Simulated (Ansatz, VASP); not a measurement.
Two plane-wave programs on BeTe

INCAR

```
SYSTEM = BeTe
  ALGO = Normal
  EDIFF = 1E-6
  ENCUT = 520
  GGA = PE
  ISIF = 2
  ISMEAR = 0
  LASPH = .True.
  LCHARG = .False.
  LREAL = .False.
  LWAVE = .False.
  NBANDS = 11
  NELM = 100
  PREC = Accurate
  SIGMA = 0.01
```

File KPOINTS:

```
k-points
0
Gamma
  6 6 6
  0 0 0
```

POSCAR

```
BeTe
1.0
    0.0000000000      2.7740647844      2.7740647844
    2.7740647844      0.0000000000      2.7740647844
    2.7740647844      2.7740647844      0.0000000000
Be Te
1 1
Direct
    0.0000000000      0.0000000000      0.0000000000
    0.2500000000      0.2500000000      0.2500000000
```

Input for Ansatz:

```yaml
crystal:
  lattice:
    - [0.0, 2.7740647844, 2.7740647844]
    - [2.7740647844, 0.0, 2.7740647844]
    - [2.7740647844, 2.7740647844, 0.0]
  atoms:
    - { symbol: Be, position: [0.0, 0.0, 0.0] }
    - { symbol: Te, position: [0.25, 0.25, 0.25] }
kpoints:
  mp_grid: { grid: [6, 6, 6] }
hamiltonian:
  xc: pbe
scf:
  occupations: { method: fixed }
  n_extra_bands: 4
output:
  forces: true
  stress: true
  eigenvalues: true
```

Alike in both runs: task single point; functional PBE; k mesh 6 × 6 × 6; no spin polarisation.

|  | VASP | Ansatz |
| --- | --- | --- |
| version | VASP 6.6.1 | Ansatz 0.2.0 |
| potentials or method | VASP PAW PBE potentials, release 64 (Be, Te) | plane waves, PAW |
| plane-wave cutoff (eV) | 520 | 420 |
| occupations | gaussian, width 0.01 eV | fixed |
| valence electrons in the cell | 8 | 18 |

Ansatz gave:

| Quantity | Value |
| --- | --- |
| gap on the k mesh at the Fermi level (eV) | 1.87 |
| pressure (GPa) | 4.0 |

**Question.** What did VASP give for the same quantities?

**Answer.** gap on the k mesh at the Fermi level (eV): 1.86; pressure (GPa): 4.2.

VASP's potentials hold 8 valence electrons a cell and Ansatz's 18, so a difference there can come from the potentials and not from the codes.

Spin-orbit coupling is off throughout.
